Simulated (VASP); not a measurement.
# Pt (Fm-3m) in VASP: notebook, part 3 of 3

VASP 6.6.1. Earlier steps stand in the parts before.

## 5. Single point, PBE

This run uses another cell than the first one, of 15.52 Å³/atom, 1.116 times its volume.

INCAR

```
PREC     = Accurate       # precision mode
ENCUT    = 520            # plane-wave cutoff, eV
EDIFF    = 1E-6           # SCF threshold, eV
ISMEAR   = 0              # smearing method
SIGMA    = 0.1            # smearing width, eV
LREAL    = False          # projectors in reciprocal space
LASPH    = True           # aspherical terms in the spheres
NELM     = 80             # most SCF steps
ALGO     = Fast           # electronic algorithm
ISIF     = 2              # what is computed and relaxed
LWAVE    = False          # write WAVECAR
LCHARG   = False          # write CHGCAR
GGA      = PE             # functional
NBANDS   = 11             # bands
```

KPOINTS

```
Automatic mesh
0
Gamma
  18 18 18
```

POSCAR

```
Pt
1.0
    0.0000000000      1.9798474524      1.9798474524
    1.9798474524      0.0000000000      1.9798474524
    1.9798474524      1.9798474524      0.0000000000
Pt
1
Direct
    0.0000000000      0.0000000000      0.0000000000
```

Potentials or basis: VASP PAW PBE potentials, release 64 (Pt).

Command:

```
cat potpaw_PBE.64/Pt/POTCAR > POTCAR
mpirun -np 1 vasp_std > vasp.out
```

OUTCAR:

```text
PREC = Accurate
   ENCUT = 520
   EDIFF = 1E-6
   ISMEAR = 0
   LREAL = False
   LASPH = True
   NELM = 80
   ISIF = 2
   GGA = PE

 ion  position               nearest neighbor table
   1  0.000  0.000  0.000-

  LATTYP: Found a face centered cubic cell.
 ALAT       =     3.9596949048

  Lattice vectors:

 A1 = (   0.0000000000,   1.9798474524,   1.9798474524)
 A2 = (   1.9798474524,   0.0000000000,   1.9798474524)
 A3 = (   1.9798474524,   1.9798474524,   0.0000000000)

Analysis of symmetry for initial positions (statically):
[... 33 lines left out ...]
                                     Primitive cell

  volume of cell :      15.5212

  direct lattice vectors                    reciprocal lattice vectors
     0.000000000  1.979847452  1.979847452    -0.252544710  0.252544710  0.252544710
     1.979847452  0.000000000  1.979847452     0.252544710 -0.252544710  0.252544710
     1.979847452  1.979847452  0.000000000     0.252544710  0.252544710 -0.252544710

  length of vectors
     2.799927119  2.799927119  2.799927119     0.437420268  0.437420268  0.437420268

  position of ions in fractional coordinates (direct lattice)
     0.000000000  0.000000000  0.000000000

  ion indices of the primitive-cell ions
   primitive index   ion index
                 1           1

----------------------------------------------------------------------------------------

 KPOINTS: Automatic mesh

Automatic generation of k-mesh.
 Grid dimensions read from file:
 generate k-points for:   18   18   18

 Generating k-lattice:

  Cartesian coordinates                     Fractional coordinates (reciprocal lattice)
    -0.014030262  0.014030262  0.014030262     0.055555556  0.000000000  0.000000000
     0.014030262 -0.014030262  0.014030262     0.000000000  0.055555556  0.000000000
     0.014030262  0.014030262 -0.014030262     0.000000000  0.000000000  0.055555556

  Length of vectors
     0.024301126  0.024301126  0.024301126

  Shift w.r.t. Gamma in fractional coordinates (k-lattice)
     0.000000000  0.000000000  0.000000000

 Subroutine IBZKPT returns following result:
 ===========================================

 Found    195 irreducible k-points:

 Following reciprocal coordinates:
            Coordinates               Weight
  0.000000  0.000000  0.000000      1.000000
  0.055556  0.000000  0.000000      8.000000
  0.111111  0.000000  0.000000      8.000000
  0.166667  0.000000  0.000000      8.000000
  0.222222  0.000000  0.000000      8.000000
  0.277778  0.000000  0.000000      8.000000
[... 16 lines left out ...]
 -0.277778  0.055556  0.000000     24.000000
 -0.222222  0.055556  0.000000     24.000000
 [... further k-points ...]
   k-points           NKPTS =    195   k-points in BZ     NKDIM =    195   number of bands    NBANDS=     11
   number of dos      NEDOS =    301   number of ions     NIONS =      1
   total plane-waves  NPLWV =  13824
   dimension x,y,z NGX =    24 NGY =   24 NGZ =   24
   dimension x,y,z NGXF=    48 NGYF=   48 NGZF=   48
   ions per type =               1
   NGX,Y,Z   is equivalent  to a cutoff of  14.25, 14.25, 14.25 a.u.
   NGXF,Y,Z  is equivalent  to a cutoff of  28.50, 28.50, 28.50 a.u.
 SYSTEM =  unknown system
   PREC   = accura    normal or accurate (medium, high low for compatibility)
   ISTART =      0    job   : 0-new  1-cont  2-samecut
   ICHARG =      2    charge: 1-file 2-atom 10-const
   ISPIN  =      1    spin polarized calculation?
   LNONCOLLINEAR =      F non collinear calculations
   LSORBIT =      F    spin-orbit coupling
   LASPH  =      T    aspherical Exc in radial PAW
   ENCUT  =  520.0 eV  38.22 Ry    6.18 a.u.   5.21  5.21  5.21*2*pi/ulx,y,z
   NELM   =     80;   NELMIN=  2; NELMDL= -5     # of ELM steps
   EDIFF  = 0.1E-05   stopping-criterion for ELM
   LREAL  =      F    real-space projection
   EDIFFG = 0.1E-04   stopping-criterion for IOM
   NSW    =      0    number of steps for IOM
   IBRION =     -1    ionic relax: 0-MD 1-quasi-New 2-CG
   NFREE  =      0    steps in history (QN), initial steepest desc. (CG)
   ISIF   =      2    stress and relaxation
   ISYM   =      2    0-nonsym 1-usesym 2-fastsym
   POTIM  = 0.5000    time-step for ionic-motion
   TEBEG  =    0.0;   TEEND  =   0.0 temperature during run
   PSTRESS=    0.0 pullay stress
   NELECT =      10.0000    total number of electrons
   NUPDOWN=      -1.0000    fix difference up-down
   EMIN   =  10.00;   EMAX   =-10.00  energy-range for DOS
   EFERMI =   0.00;   METHOD = LEGACY
   ISMEAR =     0;   SIGMA  =   0.10  broadening in eV -4-tet -1-fermi 0-gaus
   EFERMI_NEDOS =   21; number of points for ismear=-14 and -15
   IALGO  =     68    algorithm
   IMIX   =      4    mixing-type and parameters
     AMIX     =   0.40;   BMIX     =  1.00
     AMIX_MAG =   1.60;   BMIX_MAG =  1.00
  volume/ion in A,a.u.               =      15.52       104.74
  Fermi-wavevector in a.u.,A,eV,Ry     =   1.413947  2.671972 27.201391  1.999246
  Thomas-Fermi vector in A             =   2.535540
   LORBIT       =      0    0 simple, 1 ext, 2 COOP (PROOUT), +10 PAW based schemes
   GGA     = PE    functional components
   LHFCALC =     F    Hartree Fock is set to
   AEXX    =    0.0000 exact exchange contribution
   IVDW    =     0    specifies the selected vdW correction
   LEPSILON=     F    determine dielectric tensor
   LRPA    =     F    only Hartree local field effects (RPA)
 non-spin polarized calculation
 RMM-DIIS sequential band-by-band and
 Gauss-broadening in eV      SIGMA  =   0.10
  energy-cutoff  :      520.00
  volume of cell :       15.52
 maximum number of plane-waves:       444
 NGX is ok and might be reduce to    24
   NGX = 11   NGY = 11   NGZ = 11

 number of electron      10.0000001 magnetization

 Free energy of the ion-electron system (eV)
  ---------------------------------------------------
  ext. energy  EPLUGINS =         0.00000000
  ---------------------------------------------------
  free energy    TOTEN  =        -6.09956692 eV

  energy without entropy =       -6.08842324  energy(sigma->0) =       -6.09399508

 E-fermi :  10.7203     XC(G=0): -13.3185

 val. band max:       10.7171211148   @ k =  -0.3889   0.3889   0.1667
 cond. band min:      10.7203361524   @ k =  -0.3333   0.3889   0.1111
 fundamental gap:      0.0032150376
 Fermi energy:        10.7203148320

 k-point     1 :       0.0000    0.0000    0.0000
  band No.  band energies     occupation
      1       0.8237      2.00000
      2       7.1039      2.00000
      3       7.1039      2.00000
      4       7.1039      2.00000
      5       9.1584      2.00000
      6       9.1584      2.00000
      7      25.4366      0.00000
      8      30.2402      0.00000
      9      30.2402      0.00000
     10      30.2402      0.00000
     11      35.4804      0.00000

 k-point     2 :       0.0556    0.0000    0.0000
  band No.  band energies     occupation
      1       0.9447      2.00000
      2       7.0508      2.00000
      3       7.1517      2.00000
      4       7.1517      2.00000
      5       9.1319      2.00000
      6       9.1319      2.00000
      7      25.6217      0.00000
      8      29.5736      0.00000
      9      30.4225      0.00000
     10      30.4225      0.00000
     11      36.2006      0.00000

 k-point     3 :       0.1111    0.0000    0.0000
  band No.  band energies     occupation
      1       1.2973      2.00000
      2       6.9143      2.00000
      3       7.2768      2.00000
      4       7.2768      2.00000
      5       9.0755      2.00000
      6       9.0755      2.00000
      7      26.1227      0.00000
      8      28.1726      0.00000
      9      30.9518      0.00000
     10      30.9518      0.00000
     11      36.8712      0.00000
[... 267 lines left out ...]
 k-point    23 :      -0.2778    0.0556    0.0000
  band No.  band energies     occupation
      1       3.3791      2.00000
      2       6.9470      2.00000
      3       7.3766      2.00000
      4       7.4463      2.00000
      5       9.3511      2.00000
      6      10.0477      2.00000
      7      22.2688      0.00000
      8      26.7146      0.00000
      9      30.9572      0.00000
     10      33.7121      0.00000
     11      33.7704      0.00000

 k-point    24 :      -0.2222    0.0556    0.0000
  band No.  band energies     occupation
      1       2.8230      2.00000
      2       6.6367      2.00000
      3       7.4803      2.00000
      4       7.5446      2.00000
      5       8.9792      2.00000
      6       9.6266      2.00000
      7      24.2460      0.00000
      8      27.2048      0.00000
      9      31.4859      0.00000
     10      32.9764      0.00000
     11      34.1909      0.00000

 [... further k-points ...]
[... 5 lines left out ...]
  --------------------------------------------------------------------------------------
  -------------------------------------------------------------------------------------
  Total        0.1424995      0.1424995      0.1424995      0.0000000     -0.0000000      0.0000000
  in kB       14.7095276     14.7095276     14.7095276      0.0000000     -0.0000000      0.0000000
  external PRESSURE =      14.7095276 kB  Pullay stress =       0.0000000 kB

 VOLUME and BASIS-vectors are now :
 -----------------------------------------------------------------------------
  energy-cutoff  :      520.00
  volume of cell :       15.52
      direct lattice vectors                 reciprocal lattice vectors
     0.000000000  1.979847452  1.979847452    -0.252544710  0.252544710  0.252544710
     1.979847452  0.000000000  1.979847452     0.252544710 -0.252544710  0.252544710
     1.979847452  1.979847452  0.000000000     0.252544710  0.252544710 -0.252544710

 POSITION                                       TOTAL-FORCE (eV/Angst)
 -----------------------------------------------------------------------------------
      0.00000      0.00000      0.00000         0.000000      0.000000      0.000000
 -----------------------------------------------------------------------------------
    total drift:                                0.000000     -0.000000     -0.000000

  FREE ENERGIE OF THE ION-ELECTRON SYSTEM (eV)
  ---------------------------------------------------
  free  energy   TOTEN  =        -6.0995669206 eV

  energy  without entropy=       -6.0884232386  energy(sigma->0) =       -6.09399508
```

Wall time 19 s (1 thread of AMD EPYC 9R45 (Zen 5), shared host); peak memory 0.13 GiB.

Results:

```
Free energy            : -6.0996 eV
Pressure               : 1.5 GPa
Band gap on the k mesh : zero (band 5 reaches 11.18 eV, above the bottom of band 6 at 9.06 eV)
```

Levels at points of the mesh, in eV from the Fermi level:
```csv
k point,band 3,band 4,band 5,band 6,band 7,band 8
"(0.00, 0.00, 0.00)",-3.62,-3.62,-1.56,-1.56,14.72,19.52
"(0.50, 0.00, 0.00)",-3.68,-0.36,0.03,0.03,5.62,14.27
"(0.50, 0.50, 0.00)",0.00,0.46,0.46,1.84,8.57,11.30
```

Caveat: spin-orbit coupling is left out, which moves the levels of the heavy elements.

## 6. Summary

| cell | gap on the mesh (eV) | pressure (GPa) |
| --- | --- | --- |
| a = 2.700 Å, angles 60.0°, 1 atom | none | 39.3 |
| a = 2.745 Å, angles 60.0°, 1 atom | none | 19.4 |
| a = 2.773 Å, angles 60.0°, 1 atom | none | 9.5 |
| a = 2.800 Å, angles 60.0°, 1 atom | none | 1.5 |

Alike in all rows: task single point; level PBE; potentials or basis VASP PAW PBE potentials, release 64 (Pt); no spin polarisation; k mesh 18 × 18 × 18; cutoff (eV) 520; smearing gaussian 0.1 eV.

Caveats: spin-orbit coupling is left out, which moves the levels of the heavy elements.

Absolute energies hang on the potentials; compare differences alone.
